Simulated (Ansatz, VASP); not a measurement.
Cs: VASP beside Ansatz

```
Cs
1.0
    -3.12847    3.12847    3.12847
     3.12847   -3.12847    3.12847
     3.12847    3.12847   -3.12847
Cs
1
Cartesian
  0.0000 0.0000 0.0000
```

Alike in both runs: functional PBEsol; k mesh 6 × 6 × 6; occupations fermi-dirac, width 0.05 eV; non-collinear spin, spin-orbit coupling.

|  | VASP | Ansatz |
| --- | --- | --- |
| version | VASP 6.6.1 | Ansatz 0.2.0 |
| potentials or method | VASP PAW PBE potentials, release 64 (Cs_sv) | Ansatz PAW |
| plane-wave cutoff (eV) | 520 | 420 |
| valence electrons in the cell | 9 | 9 |
| task | single point | band structure |

|  | VASP | Ansatz | Ansatz less VASP |
| --- | --- | --- | --- |
| pressure (GPa) | -0.2 | -0.2 | +0.01 |

VASP's potentials were made for PBE, not for PBEsol. With one functional, cell and mesh, what is left measures potentials, basis and numerics.
